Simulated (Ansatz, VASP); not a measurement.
# Sb: VASP beside Ansatz

```
Sb
1.0
     3.32347    0.00000    0.00000
    -1.66173    2.87821    0.00000
     0.00000    0.00000    5.25796
Sb
2
Direct
  0.33333 0.66667 0.25000
  0.66667 0.33333 0.75000
```

Change from the starting cell: volume scaled by 0.96.

Alike in both runs: task single point; functional LDA; k mesh 12 × 12 × 7; occupations fermi-dirac, width 0.03 eV; no spin polarisation.

|  | VASP | Ansatz |
| --- | --- | --- |
| version | VASP 6.6.1 | Ansatz 0.2.0 |
| potentials or method | VASP PAW LDA potentials, release 64 (Sb), cutoff 520 eV | all-electron LAPW, scalar-relativistic |

```csv
,VASP,Ansatz,Ansatz less VASP
pressure (GPa),1.7,1.6,-0.13
"traceless stress, the component that is largest in VASP (GPa)",-1.09,-1.10,-0.007
```

LDA's correlation is that of Perdew and Zunger in VASP and of Perdew and Wang (1992) in Ansatz. Ansatz ran all-electron here, and VASP with PAW potentials.

Neither program's run includes spin-orbit coupling.
